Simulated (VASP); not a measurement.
A run of VASP 6.6.1 is set up as follows.

File INCAR:

```
PREC = Accurate
ENCUT = 520
EDIFF = 1E-6
ISMEAR = 0
SIGMA = 0.02
LREAL = False
LASPH = True
NELM = 100
ALGO = Normal
ISIF = 2
LWAVE = False
LCHARG = True
GGA = PE
LELF = True
LVHAR = True
NBANDS = 36
```

KPOINTS

```
regular mesh
0
Gamma
  12 12 12
```

File POSCAR:

```
ZnS
1.0
    1.9231021880      1.1103035659      9.4492875670
   -1.9231021880      1.1103035659      9.4492875670
    0.0000000000     -2.2206071318      9.4492875670
Zn S
3 3
Direct
    0.9999659062      0.9999659062      0.9999659062
    0.2222538451      0.2222538451      0.2222538451
    0.4445320861      0.4445320861      0.4445320861
    0.0832951078      0.0832951078      0.0832951078
    0.5278530986      0.5278530986      0.5278530986
    0.3054259562      0.3054259562      0.3054259562
```

Potentials or basis: VASP PAW PBE potentials, release 64 (Zn, S).

The run is started by

```bash
$ cat potpaw_PBE.64/Zn/POTCAR potpaw_PBE.64/S/POTCAR > POTCAR
$ mpirun -np 1 vasp_std > vasp.out
```

(1) Predict the largest force.

(2) Estimate the band gap on the k mesh.

(3) What does it give for the pressure?

## Answers

(1) 0.004 eV/Å.

(2) 2.06 eV, direct.

(3) 0.2 GPa.
